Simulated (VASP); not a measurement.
# Ir4F in VASP: a series of runs

Ir4F is run at these levels: PBE; tasks: single point.

All numbers are computed with VASP 6.6.1; they aren't measurements. Logs are shortened: lines on timing, memory, paths and dates and some standing lists are left out, and cuts for length are marked.

### Step 1. The cell of the first run

The cell holds a slab with vacuum, 5 atoms: a = 2.737 Å, b = 3.870 Å, c = 19.460 Å, α = 90.00°, β = 90.00°, γ = 90.00°.

### Step 2. Single point, PBE

INCAR

```
SYSTEM = Ir4F
ALGO = Normal ; DIPOL = 0.5 0.5 0.346
EDIFF = 1E-7 ; ENCUT = 520
GGA = PE ; IDIPOL = 3
ISIF = 2 ; ISMEAR = 0
LASPH = .TRUE. ; LCHARG = .TRUE.
LDIPOL = .TRUE. ; LELF = .TRUE.
LREAL = .FALSE. ; LVACPOTAV = .TRUE.
LVHAR = .TRUE. ; LWAVE = .FALSE.
NBANDS = 30 ; NELM = 80
PREC = Accurate ; SIGMA = 0.1
```

KPOINTS

```
k-points
0
G
  10 7 1
  0 0 0
```

POSCAR

```
Ir4F
1.0
    2.7367600872      0.0000000000      0.0000000000
    0.0000000000      3.8703632323      0.0000000000
    0.0000000000      0.0000000000     19.4599433740
Ir F
4 1
Direct
    0.5000000000      0.5000000000      0.2055504440
    0.0000000000      0.0000000000      0.2758682253
    0.5000000000      0.5000000000      0.3454282602
    0.0000000000      0.0000000000      0.4090424736
    0.0000000000      0.2500000000      0.4938228897
```

Potentials or basis: VASP PAW PBE potentials, release 64 (Ir, F).

Run with:

```console
$ cat potpaw_PBE.64/Ir/POTCAR potpaw_PBE.64/F/POTCAR > POTCAR
$ mpirun -np 1 vasp_std > vasp.out
```

OUTCAR:

```text
SYSTEM = Ir4F
   EDIFF = 1E-7
   ENCUT = 520
   GGA = PE
   ISIF = 2
   ISMEAR = 0
   LASPH = .TRUE.
   LREAL = .FALSE.
   NELM = 80
   PREC = Accurate

 ion  position               nearest neighbor table
   1  0.500  0.500  0.206-   3 2.72   2 2.74   2 2.74   2 2.74   2 2.74
   2  0.000  0.000  0.276-   4 2.59   3 2.73   3 2.73   3 2.73   3 2.73   1 2.74   1 2.74   1 2.74
                             1 2.74
   3  0.500  0.500  0.345-   4 2.67   4 2.67   4 2.67   4 2.67   1 2.72   2 2.73   2 2.73   2 2.73
                             2 2.73
   4  0.000  0.000  0.409-   5 1.91   2 2.59   3 2.67   3 2.67   3 2.67   3 2.67
   5  0.000  0.250  0.494-   4 1.91

  LATTYP: Found a simple orthorhombic cell.
 ALAT       =     2.7367600872
 B/A-ratio  =     1.4142135624
 C/A-ratio  =     7.1105770159

  Lattice vectors:

 A1 = (   2.7367600872,   0.0000000000,   0.0000000000)
 A2 = (   0.0000000000,   3.8703632323,   0.0000000000)
 A3 = (   0.0000000000,   0.0000000000,  19.4599433740)

Analysis of symmetry for initial positions (statically):
=====================================================================
 Subroutine PRICEL returns:
 Original cell was already a primitive cell.

 Routine SETGRP: Setting up the symmetry group for a
 simple orthorhombic supercell.

 Subroutine GETGRP returns: Found  2 space group operations
 (whereof  2 operations were pure point group operations)
 out of a pool of  8 trial point group operations.

The static configuration has the point symmetry C_1h.

Analysis of symmetry for dynamics (positions and initial velocities):
=====================================================================
 Subroutine PRICEL returns:
 Original cell was already a primitive cell.

 Routine SETGRP: Setting up the symmetry group for a
 simple orthorhombic supercell.

 Subroutine GETGRP returns: Found  2 space group operations
 (whereof  2 operations were pure point group operations)
 out of a pool of  8 trial point group operations.

The dynamic configuration has the point symmetry C_1h.

 Subroutine INISYM returns: Found  2 space group operations
 (whereof  2 operations are pure point group operations),
 and found     1 'primitive' translations

----------------------------------------------------------------------------------------

                                     Primitive cell

  volume of cell :     206.1247

  direct lattice vectors                    reciprocal lattice vectors
     2.736760087  0.000000000  0.000000000     0.365395566  0.000000000  0.000000000
     0.000000000  3.870363232  0.000000000     0.000000000  0.258373682  0.000000000
     0.000000000  0.000000000 19.459943374     0.000000000  0.000000000  0.051387611

  length of vectors
     2.736760087  3.870363232 19.459943374     0.365395566  0.258373682  0.051387611

  position of ions in fractional coordinates (direct lattice)
     0.500000000  0.500000000  0.205550444
     0.000000000  0.000000000  0.275868225
     0.500000000  0.500000000  0.345428260
     0.000000000  0.000000000  0.409042474
     0.000000000  0.250000000  0.493822890

  ion indices of the primitive-cell ions
   primitive index   ion index
                 1           1
                 2           2
                 3           3
                 4           4
                 5           5

----------------------------------------------------------------------------------------

 KPOINTS: k-points

Automatic generation of k-mesh.
 Grid dimensions read from file:
 generate k-points for:   10    7    1

 Generating k-lattice:

  Cartesian coordinates                     Fractional coordinates (reciprocal lattice)
     0.036539557  0.000000000  0.000000000     0.100000000  0.000000000  0.000000000
     0.000000000  0.036910526  0.000000000     0.000000000  0.142857143  0.000000000
     0.000000000  0.000000000  0.051387611     0.000000000  0.000000000  1.000000000

  Length of vectors
     0.036539557  0.036910526  0.051387611

  Shift w.r.t. Gamma in fractional coordinates (k-lattice)
     0.000000000  0.000000000  0.000000000

 Subroutine IBZKPT returns following result:
 ===========================================

 Found     24 irreducible k-points:

 Following reciprocal coordinates:
            Coordinates               Weight
  0.000000  0.000000  0.000000      1.000000
  0.100000  0.000000  0.000000      2.000000
  0.200000  0.000000  0.000000      2.000000
  0.300000  0.000000  0.000000      2.000000
  0.400000  0.000000  0.000000      2.000000
  0.500000  0.000000  0.000000      1.000000
[... 16 lines left out ...]
  0.400000  0.428571  0.000000      4.000000
  0.500000  0.428571  0.000000      2.000000
   k-points           NKPTS =     24   k-points in BZ     NKDIM =     24   number of bands    NBANDS=     30
   number of dos      NEDOS =    301   number of ions     NIONS =      5
   total plane-waves  NPLWV =  90000
   dimension x,y,z NGX =    20 NGY =   30 NGZ =  150
   dimension x,y,z NGXF=    40 NGYF=   60 NGZF=  300
   ions per type =               4   1
   NGX,Y,Z   is equivalent  to a cutoff of  12.15, 12.89, 12.81 a.u.
   NGXF,Y,Z  is equivalent  to a cutoff of  24.30, 25.77, 25.63 a.u.
 SYSTEM =  Ir4F
   PREC   = accura    normal or accurate (medium, high low for compatibility)
   ISTART =      0    job   : 0-new  1-cont  2-samecut
   ICHARG =      2    charge: 1-file 2-atom 10-const
   ISPIN  =      1    spin polarized calculation?
   LNONCOLLINEAR =      F non collinear calculations
   LSORBIT =      F    spin-orbit coupling
   LASPH  =      T    aspherical Exc in radial PAW
   ENCUT  =  520.0 eV  38.22 Ry    6.18 a.u.   5.09  7.20 36.18*2*pi/ulx,y,z
   NELM   =     80;   NELMIN=  2; NELMDL= -5     # of ELM steps
   EDIFF  = 0.1E-06   stopping-criterion for ELM
   LREAL  =      F    real-space projection
   EDIFFG = 0.1E-05   stopping-criterion for IOM
   NSW    =      0    number of steps for IOM
   IBRION =     -1    ionic relax: 0-MD 1-quasi-New 2-CG
   NFREE  =      0    steps in history (QN), initial steepest desc. (CG)
   ISIF   =      2    stress and relaxation
   ISYM   =      2    0-nonsym 1-usesym 2-fastsym
   POTIM  = 0.5000    time-step for ionic-motion
   TEBEG  =    0.0;   TEEND  =   0.0 temperature during run
   PSTRESS=    0.0 pullay stress
   NELECT =      43.0000    total number of electrons
   NUPDOWN=      -1.0000    fix difference up-down
   EMIN   =  10.00;   EMAX   =-10.00  energy-range for DOS
   EFERMI =   0.00;   METHOD = LEGACY
   ISMEAR =     0;   SIGMA  =   0.10  broadening in eV -4-tet -1-fermi 0-gaus
   EFERMI_NEDOS =   21; number of points for ismear=-14 and -15
   IALGO  =     38    algorithm
   IMIX   =      4    mixing-type and parameters
     AMIX     =   0.40;   BMIX     =  1.00
     AMIX_MAG =   1.60;   BMIX_MAG =  1.00
  volume/ion in A,a.u.               =      41.22       278.20
  Fermi-wavevector in a.u.,A,eV,Ry     =   0.970929  1.834790 12.826265  0.942704
  Thomas-Fermi vector in A             =   2.101105
   LORBIT       =      0    0 simple, 1 ext, 2 COOP (PROOUT), +10 PAW based schemes
   GGA     = PE    functional components
   LHFCALC =     F    Hartree Fock is set to
   AEXX    =    0.0000 exact exchange contribution
   IVDW    =     0    specifies the selected vdW correction
   LEPSILON=     F    determine dielectric tensor
   LRPA    =     F    only Hartree local field effects (RPA)
 non-spin polarized calculation
 Gauss-broadening in eV      SIGMA  =   0.10
  energy-cutoff  :      520.00
  volume of cell :      206.12
 maximum number of plane-waves:      5602
   NGX = 11   NGY = 15   NGZ = 73

 number of electron      43.0000005 magnetization

 dipolmoment           0.000000      0.000000      0.148358 electrons x Angstroem

 Free energy of the ion-electron system (eV)
  ---------------------------------------------------
  ext. energy  EPLUGINS =         0.00000000
  ---------------------------------------------------
  free energy    TOTEN  =       -35.83873205 eV

  energy without entropy =      -35.80278256  energy(sigma->0) =      -35.82075730

 E-fermi :  -1.5214     XC(G=0):  -5.3162

 val. band max:       -1.5297517466   @ k =   0.5000   0.0000   0.0000
 cond. band min:      -1.5130234639   @ k =   0.3000   0.0000   0.0000
 fundamental gap:      0.0167282827
 Fermi energy:        -1.5214416351

 k-point     1 :       0.0000    0.0000    0.0000
  band No.  band energies     occupation
      1     -24.2575      2.00000
      2     -11.0998      2.00000
      3      -8.4959      2.00000
      4      -8.3735      2.00000
      5      -7.6289      2.00000
      6      -7.1299      2.00000
[... 22 lines left out ...]
     29       3.6024      0.00000
     30       4.2852      0.00000

 k-point     2 :       0.1000    0.0000    0.0000
  band No.  band energies     occupation
      1     -24.2349      2.00000
      2     -10.8280      2.00000
      3      -8.3056      2.00000
      4      -8.1369      2.00000
      5      -7.4921      2.00000
      6      -7.0925      2.00000
[... 22 lines left out ...]
     29       4.0349      0.00000
     30       4.6289      0.00000

 k-point     3 :       0.2000    0.0000    0.0000
  band No.  band energies     occupation
      1     -24.1753      2.00000
      2     -10.1017      2.00000
      3      -8.0615      2.00000
      4      -7.6387      2.00000
      5      -7.2399      2.00000
      6      -6.9881      2.00000
[... 22 lines left out ...]
     29       4.9889      0.00000
     30       5.9603      0.00000

 k-point     4 :       0.3000    0.0000    0.0000
  band No.  band energies     occupation
      1     -24.1003      2.00000
      2      -9.2225      2.00000
      3      -8.0238      2.00000
      4      -7.8421      2.00000
      5      -7.1931      2.00000
      6      -7.1006      2.00000
[... 616 lines left out ...]
     29       4.8443      0.00000
     30       6.1117      0.00000

 k-point    23 :       0.4000    0.4286    0.0000
  band No.  band energies     occupation
      1     -24.0301      2.00000
      2      -8.4872      2.00000
      3      -8.0715      2.00000
      4      -7.1981      2.00000
      5      -7.0109      2.00000
      6      -6.6476      2.00000
[... 22 lines left out ...]
     29       5.9932      0.00000
     30       6.3791      0.00000

 k-point    24 :       0.5000    0.4286    0.0000
  band No.  band energies     occupation
      1     -24.0065      2.00000
      2      -8.5627      2.00000
      3      -8.1992      2.00000
      4      -7.3295      2.00000
      5      -7.0052      2.00000
      6      -6.6701      2.00000
[... 22 lines left out ...]
     29       5.2042      0.00000
     30       5.7099      0.00000

------------------------ aborting loop because EDIFF is reached ----------------------------------------

  FORCE on cell =-STRESS in cart. coord.  units (eV):
  Direction    XX          YY          ZZ          XY          YZ          ZX
  --------------------------------------------------------------------------------------
  -------------------------------------------------------------------------------------
  Total       -5.4796687     -4.2243783      0.4315711      0.0000000     -0.4411390      0.0000000
  in kB      -42.5926695    -32.8354796      3.3545399      0.0000000     -3.4289097      0.0000000
  external PRESSURE =     -24.0245364 kB  Pullay stress =       0.0000000 kB

 VOLUME and BASIS-vectors are now :
 -----------------------------------------------------------------------------
  energy-cutoff  :      520.00
  volume of cell :      206.12
      direct lattice vectors                 reciprocal lattice vectors
     2.736760087  0.000000000  0.000000000     0.365395566  0.000000000  0.000000000
     0.000000000  3.870363232  0.000000000     0.000000000  0.258373682  0.000000000
     0.000000000  0.000000000 19.459943374     0.000000000  0.000000000  0.051387611

 POSITION                                       TOTAL-FORCE (eV/Angst)
 -----------------------------------------------------------------------------------
      1.36838      1.93518      4.00000         0.000000      0.042995      0.881134
      0.00000      0.00000      5.36838         0.000000     -0.384476     -1.345481
      1.36838      1.93518      6.72201         0.000000      0.710689     -0.123863
      0.00000      0.00000      7.95994         0.000000     -0.133540      0.376715
      0.00000      0.96759      9.60977         0.000000     -0.235669      0.211495
 -----------------------------------------------------------------------------------
    total drift:                               -0.000000     -0.000010     -0.000444

  FREE ENERGIE OF THE ION-ELECTRON SYSTEM (eV)
  ---------------------------------------------------
  free  energy   TOTEN  =       -35.8387320467 eV

  energy  without entropy=      -35.8027825588  energy(sigma->0) =      -35.82075730

 vacuum level on the upper side and lower side of the slab         6.123         3.588
```

Run time: 3.7 min. Hardware: 1 thread of Intel Xeon Platinum 8488C (Sapphire Rapids), shared host; peak memory 0.35 GiB.

What came out:

| Quantity | Value |
| --- | --- |
| Free energy | -35.8387 eV |
| Largest force | 1.399 eV/Å |
| Band gap on the k mesh | zero (an odd number of electrons rules out a gap without spin polarisation) |

Forces in eV/Å, atoms in the order of the input:
```
Ir   0.000  0.043  0.881
Ir   0.000 -0.384 -1.345
Ir   0.000  0.711 -0.124
Ir   0.000 -0.134  0.377
F    0.000 -0.236  0.211
```

Levels at points of the mesh, in eV from the Fermi level:
| k point | band 18 | band 19 | band 20 | band 21 | band 22 | band 23 | band 24 | band 25 | band 26 | band 27 |
| --- | --- | --- | --- | --- | --- | --- | --- | --- | --- | --- |
| (0.00, 0.00, 0.00) | -1.62 | -1.52 | -1.03 | -0.43 | -0.29 | 0.24 | 0.28 | 0.57 | 1.34 | 2.54 |
| (0.50, 0.00, 0.00) | -0.27 | -0.01 | 0.49 | 0.56 | 0.71 | 1.13 | 1.38 | 2.91 | 3.02 | 3.12 |

Caveat: spin-orbit coupling is left out, which moves the levels of the heavy elements; an odd number of electrons without spin polarisation forces a metal; a magnetic or distorted state may lie lower.

[end of part 1 of 2]
